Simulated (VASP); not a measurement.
Input of a VASP 6.6.1 run:

File INCAR:

```
PREC = Accurate
ENCUT = 500
EDIFF = 1E-7
ISMEAR = -1
SIGMA = 0.08
LREAL = F
LASPH = T
NELM = 120
ALGO = Normal
ISIF = 3
LWAVE = F
LCHARG = F
GGA = CA
IBRION = 2
NSW = 60
EDIFFG = -0.005
GGA_COMPAT = F
NELMIN = 4
```

Contents of KPOINTS:

```
regular mesh
0
Gamma
  16 16 16
```

POSCAR

```
ZnS
1.0
    0.0000000000      2.3257586486      2.3257586486
    2.3257586486      0.0000000000      2.3257586486
    2.3257586486      2.3257586486      0.0000000000
Zn S
1 1
Direct
    0.0000000000      0.0000000000      0.0000000000
    0.5000000000      0.5000000000      0.5000000000
```

Potentials or basis: VASP PAW LDA potentials, release 64 (Zn, S).

Run with:

```console
$ cat potpaw_LDA.64/Zn/POTCAR potpaw_LDA.64/S/POTCAR > POTCAR
$ mpirun -np 1 vasp_std > vasp.out
```

Task: What does it give for the relaxed cell?

Result: a = 3.515 Å, b = 3.515 Å, c = 3.515 Å, α = 60.00°, β = 60.00°, γ = 60.00°.

Task: Predict the band gap on the k mesh.

Result: Zero (band 9 reaches 4.55 eV, above the bottom of band 10 at 4.02 eV).

Task: Estimate the relaxed volume.

Result: 15.35 Å³/atom.

Final structure:
```yaml
crystal:
  lattice:
    - [0.00000, 2.48523, 2.48523]
    - [2.48523, 0.00000, 2.48523]
    - [2.48523, 2.48523, 0.00000]
  atoms:
    - { symbol: Zn, position: [0.00000, 0.00000, 0.00000] }
    - { symbol: S, position: [0.50000, 0.50000, 0.50000] }
```

Caveat: the volume moved by over 15 % at a fixed basis, so the end points are rough.
